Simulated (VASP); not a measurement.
# C (I4_122) in VASP: single point with PBE

Aim: the single point of C with PBE.

Program: VASP 6.6.1. These are calculated values, not measurements. Logs are shortened: lines on timing, memory, paths and dates and some standing lists are left out, and cuts for length are marked.

## 1. The cell of the first run

It takes space group I4_122 (No. 98, tetragonal). Conventional cell: a = 6.323 Å, b = 6.323 Å, c = 3.334 Å, α = 90.00°, β = 90.00°, γ = 90.00°. C (site symmetry 2) has 3 C at 1.35 to 1.48 Å within 1.8 Å. Within 2.0 Å of C (site symmetry 2) lie 4 C at 1.48 to 1.81 Å.

## 2. Single point, PBE

File INCAR:

```
PREC = Accurate
ENCUT = 520
EDIFF = 1E-6
ISMEAR = 0
SIGMA = 0.1
LREAL = False
LASPH = True
NELM = 100
ALGO = Normal
ISIF = 2
LWAVE = False
LCHARG = True
GGA = PE
LELF = True
LVHAR = True
NBANDS = 26
```

File KPOINTS:

```
Automatic mesh
0
Gamma
  12 12 12
```

File POSCAR:

```
C
1.0
   -3.1615108999      3.1615108999      1.6670641747
    3.1615108999     -3.1615108999      1.6670641747
    3.1615108999      3.1615108999     -1.6670641747
C
8
Direct
    0.7975716935      0.7975716935      0.0000000000
    0.5475716935      0.0475716935      0.5000000000
    0.6228357629      0.6228357629      0.2456715259
    0.3771642371      0.3771642371      0.7543284741
    0.3728357629      0.6271642371      0.5000000000
    0.1271642371      0.8728357629      0.5000000000
    0.2024283065      0.2024283065      0.0000000000
    0.9524283065      0.4524283065      0.5000000000
```

Potentials or basis: VASP PAW PBE potentials, release 64 (C).

On the command line:

```sh
> cat potpaw_PBE.64/C/POTCAR > POTCAR
> mpirun -np 1 vasp_std > vasp.out
```

OUTCAR:

```text
PREC = Accurate
   ENCUT = 520
   EDIFF = 1E-6
   ISMEAR = 0
   LREAL = False
   LASPH = True
   NELM = 100
   ISIF = 2
   GGA = PE

 ion  position               nearest neighbor table
   1  0.798  0.798  0.000-   7 1.35   4 1.48   3 1.48   7 1.98
   2  0.548  0.048  0.500-   8 1.35   6 1.48   5 1.48   8 1.98
   3  0.623  0.623  0.246-   7 1.48   1 1.48   5 1.81   6 1.81
   4  0.377  0.377  0.754-   1 1.48   7 1.48   5 1.81   6 1.81
   5  0.373  0.627  0.500-   2 1.48   8 1.48   4 1.81   3 1.81
   6  0.127  0.873  0.500-   2 1.48   8 1.48   4 1.81   3 1.81
   7  0.202  0.202  0.000-   1 1.35   3 1.48   4 1.48   1 1.98
   8  0.952  0.452  0.500-   2 1.35   5 1.48   6 1.48   2 1.98

  LATTYP: Found a body centered tetragonal cell.
 ALAT       =     6.3230217998
 C/A-ratio  =     0.5272998346

  Lattice vectors:

 A1 = (  -3.1615108999,   3.1615108999,   1.6670641747)
 A2 = (   3.1615108999,  -3.1615108999,   1.6670641747)
 A3 = (   3.1615108999,   3.1615108999,  -1.6670641747)

Analysis of symmetry for initial positions (statically):
=====================================================================
 Subroutine PRICEL returns:
 Original cell was already a primitive cell.

 Routine SETGRP: Setting up the symmetry group for a
 body centered tetragonal supercell.

 Subroutine GETGRP returns: Found  8 space group operations
 (whereof  4 operations were pure point group operations)
 out of a pool of 16 trial point group operations.

The static configuration has the point symmetry D_2 .
 The point group associated with its full space group is D_4 .

Analysis of symmetry for dynamics (positions and initial velocities):
=====================================================================
 Subroutine PRICEL returns:
 Original cell was already a primitive cell.

 Routine SETGRP: Setting up the symmetry group for a
 body centered tetragonal supercell.

 Subroutine GETGRP returns: Found  8 space group operations
 (whereof  4 operations were pure point group operations)
 out of a pool of 16 trial point group operations.

The dynamic configuration has the point symmetry D_2 .
 The point group associated with its full space group is D_4 .

 Subroutine INISYM returns: Found  8 space group operations
 (whereof  4 operations are pure point group operations),
 and found     1 'primitive' translations

----------------------------------------------------------------------------------------
[... 110 lines left out ...]
   NFREE  =      0    steps in history (QN), initial steepest desc. (CG)
   ISIF   =      2    stress and relaxation
   ISYM   =      2    0-nonsym 1-usesym 2-fastsym
   POTIM  = 0.5000    time-step for ionic-motion
   TEBEG  =    0.0;   TEEND  =   0.0 temperature during run
   PSTRESS=    0.0 pullay stress
   NELECT =      32.0000    total number of electrons
   NUPDOWN=      -1.0000    fix difference up-down
   EMIN   =  10.00;   EMAX   =-10.00  energy-range for DOS
   EFERMI =   0.00;   METHOD = LEGACY
   ISMEAR =     0;   SIGMA  =   0.10  broadening in eV -4-tet -1-fermi 0-gaus
   EFERMI_NEDOS =   21; number of points for ismear=-14 and -15
   IALGO  =     38    algorithm
   IMIX   =      4    mixing-type and parameters
     AMIX     =   0.40;   BMIX     =  1.00
     AMIX_MAG =   1.60;   BMIX_MAG =  1.00
  volume/ion in A,a.u.               =       8.33        56.22
  Fermi-wavevector in a.u.,A,eV,Ry     =   1.281910  2.422459 22.358368  1.643294
  Thomas-Fermi vector in A             =   2.414253
   LORBIT       =      0    0 simple, 1 ext, 2 COOP (PROOUT), +10 PAW based schemes
   GGA     = PE    functional components
   LHFCALC =     F    Hartree Fock is set to
   AEXX    =    0.0000 exact exchange contribution
   IVDW    =     0    specifies the selected vdW correction
   LEPSILON=     F    determine dielectric tensor
   LRPA    =     F    only Hartree local field effects (RPA)
 non-spin polarized calculation
 Gauss-broadening in eV      SIGMA  =   0.10
  energy-cutoff  :      520.00
  volume of cell :       66.65
 maximum number of plane-waves:      1826
   NGX = 17   NGY = 17   NGZ = 17

 number of electron      32.0000002 magnetization

 Free energy of the ion-electron system (eV)
  ---------------------------------------------------
  ext. energy  EPLUGINS =         0.00000000
  ---------------------------------------------------
  free energy    TOTEN  =       -62.97235270 eV

  energy without entropy =      -62.96617076  energy(sigma->0) =      -62.96926173

 E-fermi :   5.6190     XC(G=0): -10.7732

 val. band max:        5.6181676840   @ k =   0.4167   0.2500   0.0000
 cond. band min:       5.6199235702   @ k =  -0.0833   0.4167   0.0833
 fundamental gap:      0.0017558862
 Fermi energy:         5.6189716333

 k-point     1 :       0.0000    0.0000    0.0000
  band No.  band energies     occupation
      1     -14.6325      2.00000
      2     -12.5929      2.00000
      3      -7.3723      2.00000
      4      -7.3723      2.00000
      5      -5.5794      2.00000
      6      -5.5387      2.00000
[... 685 lines left out ...]
     25      14.1943      0.00000
     26      15.3101      0.00000

 [... further k-points ...]

------------------------ aborting loop because EDIFF is reached ----------------------------------------

  FORCE on cell =-STRESS in cart. coord.  units (eV):
  Direction    XX          YY          ZZ          XY          YZ          ZX
  --------------------------------------------------------------------------------------
  -------------------------------------------------------------------------------------
  Total        0.1132717      0.1132717      0.2436670      0.0000000      0.0000000      0.0000000
  in kB        2.7228917      2.7228917      5.8574109      0.0000000      0.0000000      0.0000000
  external PRESSURE =       3.7677315 kB  Pullay stress =       0.0000000 kB

 VOLUME and BASIS-vectors are now :
 -----------------------------------------------------------------------------
  energy-cutoff  :      520.00
  volume of cell :       66.65
      direct lattice vectors                 reciprocal lattice vectors
    -3.161510900  3.161510900  1.667064175     0.000000000  0.158152230  0.299928466
     3.161510900 -3.161510900  1.667064175     0.158152230  0.000000000  0.299928466
     3.161510900  3.161510900 -1.667064175     0.158152230  0.158152230  0.000000000

 POSITION                                       TOTAL-FORCE (eV/Angst)
 -----------------------------------------------------------------------------------
      0.00000      0.00000      2.65921         0.000000     -0.000000      0.033186
      0.00000      3.16151      0.15861         0.000000     -0.000000      0.033186
      0.77669      0.77669      1.66706         0.048421      0.048421      0.000000
      2.38482      2.38482      0.00000        -0.048421     -0.048421     -0.000000
      2.38482      0.77669      0.83353        -0.048421      0.048421      0.000000
      3.93820     -0.77669      0.83353         0.048421     -0.048421     -0.000000
      0.00000      0.00000      0.67492         0.000000     -0.000000     -0.033186
     -0.00000      3.16151      1.50845         0.000000      0.000000     -0.033186
 -----------------------------------------------------------------------------------
    total drift:                                0.000000     -0.000000     -0.000000

  FREE ENERGIE OF THE ION-ELECTRON SYSTEM (eV)
  ---------------------------------------------------
  free  energy   TOTEN  =       -62.9723526963 eV

  energy  without entropy=      -62.9661707569  energy(sigma->0) =      -62.96926173
```

OSZICAR:

```text
N       E                     dE             d eps       ncg     rms          rms(c)
DAV:   1     0.872354806865E+02    0.87235E+02   -0.15737E+04  8476   0.114E+03
DAV:   2    -0.592885662733E+02   -0.14652E+03   -0.13434E+03 10860   0.229E+02
DAV:   3    -0.666597921109E+02   -0.73712E+01   -0.72470E+01 11000   0.479E+01
DAV:   4    -0.667754798384E+02   -0.11569E+00   -0.11539E+00 11268   0.653E+00
DAV:   5    -0.667784200090E+02   -0.29402E-02   -0.29380E-02 11204   0.973E-01    0.115E+01
DAV:   6    -0.636799074963E+02    0.30985E+01   -0.38815E+00  9624   0.116E+01    0.642E+00
DAV:   7    -0.629900359570E+02    0.68987E+00   -0.18215E+00 10278   0.728E+00    0.266E+00
DAV:   8    -0.629674565830E+02    0.22579E-01   -0.15370E-01 11064   0.217E+00    0.856E-01
DAV:   9    -0.629714713017E+02   -0.40147E-02   -0.78224E-03  9316   0.588E-01    0.158E-01
DAV:  10    -0.629721796129E+02   -0.70831E-03   -0.19054E-03  9908   0.278E-01    0.620E-02
DAV:  11    -0.629723265829E+02   -0.14697E-03   -0.28594E-04  9554   0.107E-01    0.209E-02
DAV:  12    -0.629723439691E+02   -0.17386E-04   -0.33251E-05 10382   0.366E-02    0.126E-02
DAV:  13    -0.629723527358E+02   -0.87667E-05   -0.17607E-05  9292   0.227E-02    0.366E-03
DAV:  14    -0.629723526963E+02    0.39448E-07   -0.35535E-07  8306   0.390E-03
   1 F= -.62972353E+02 E0= -.62969262E+02  d E =-.618194E-02
```

Wall time 4 min (1 thread of Intel Xeon Platinum 8259CL at 2.50GHz (Skylake/Cascade Lake), shared host); peak memory 0.32 GiB.

What came out:

| Quantity | Value |
| --- | --- |
| Free energy | -62.9724 eV |
| Pressure | 0.4 GPa |
| Largest force | 0.068 eV/Å |
| Band gap on the k mesh | zero (band 16 reaches 7.73 eV, above the bottom of band 17 at 4.03 eV) |

Forces in eV/Å, atoms in the order of the input:
```
C    0.000  0.000  0.033
C    0.000  0.000  0.033
C    0.048  0.048  0.000
C   -0.048 -0.048  0.000
C   -0.048  0.048  0.000
C    0.048 -0.048  0.000
C    0.000  0.000 -0.033
C    0.000  0.000 -0.033
```

Stress tensor (GPa, compression positive):
```
0.27 0.00 0.00
0.00 0.27 0.00
0.00 0.00 0.59
```
